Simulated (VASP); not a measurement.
Crystal: Yb.

```
CELL_PARAMETERS angstrom
-1.92545 1.92545 1.92545
1.92545 -1.92545 1.92545
1.92545 1.92545 -1.92545
ATOMIC_POSITIONS crystal
Yb 0.00000 0.00000 0.00000
```

This isn't the form of Yb at room conditions, which is fcc.

```yaml
Program: VASP 6.6.1
Task: relaxation of cell and atoms
Functional: PBE
Potentials_or_basis: VASP PAW PBE potentials, release 64 (Yb)
Cutoff: 600 eV
k_mesh: 15 × 15 × 15
Occupations: fermi-dirac, width 0.05 eV
Spin: no spin polarisation
```

At the start: pressure 5.4 GPa; volume 28.55 Å³/atom.

**Question.** Where does the relaxation end?

**Answer.** Over 52 steps the energy falls by 84.1 meV/atom and the volume is 34.26 Å³/atom (+20.0 %); space group Im-3m (No. 229, to 0.1 Å) before and after.

The path:
| step | energy change (eV) | largest force (eV/Å) | pressure (GPa) | volume (Å³) |
| --- | --- | --- | --- | --- |
| 1 | 0.0000 | 0.0000 | 5.45 | 28.55 |
| 3 | -0.0839 | 0.0000 | -0.68 | 34.48 |
| 5 | -0.0841 | 0.0000 | 6.69 | 34.05 |
| 7 | -0.0841 | 0.0000 | 0.42 | 34.20 |
| 9 | -0.0841 | 0.0000 | 1.90 | 34.26 |
| 11 | -0.0841 | 0.0000 | 0.07 | 34.36 |
| 13 | -0.0840 | 0.0000 | 0.09 | 34.37 |
| 15 | -0.0839 | 0.0000 | 0.16 | 34.49 |
| 17 | -0.0839 | 0.0000 | -0.26 | 34.53 |
| 19 | -0.0839 | 0.0000 | -0.43 | 34.51 |
| 21 | -0.0839 | 0.0000 | -0.27 | 34.49 |
| 23 | -0.0840 | 0.0000 | 6.67 | 34.46 |
| 25 | -0.0839 | 0.0000 | 1.12 | 34.50 |
| 27 | -0.0838 | 0.0000 | 0.30 | 34.55 |
| 29 | -0.0838 | 0.0000 | -0.35 | 34.60 |
| 31 | -0.0838 | 0.0000 | -0.27 | 34.59 |
| 33 | -0.0838 | 0.0000 | -0.32 | 34.57 |
| 35 | -0.0838 | 0.0000 | 0.75 | 34.59 |
| 37 | -0.0835 | 0.0000 | -0.05 | 34.73 |
| 39 | -0.0836 | 0.0000 | -0.61 | 34.68 |
| 41 | -0.0837 | 0.0000 | -0.38 | 34.64 |
| 43 | -0.0837 | 0.0000 | 0.27 | 34.64 |
| 45 | -0.0837 | 0.0000 | -0.55 | 34.62 |
| 47 | -0.0839 | 0.0000 | -0.35 | 34.47 |
| 49 | -0.0840 | 0.0000 | 2.22 | 33.89 |
| 51 | -0.0841 | 0.0000 | 0.76 | 34.23 |
| 52 | -0.0841 | 0.0000 | 0.00 | 34.26 |

Final structure:
```yaml
crystal:
  lattice:
    - [-2.04609, 2.04609, 2.04609]
    - [2.04609, -2.04609, 2.04609]
    - [2.04609, 2.04609, -2.04609]
  atoms:
    - { symbol: Yb, position: [0.00000, 0.00000, 0.00000] }
```

Caveat: the volume moved by over 15 % at a fixed basis, so the end points are rough.
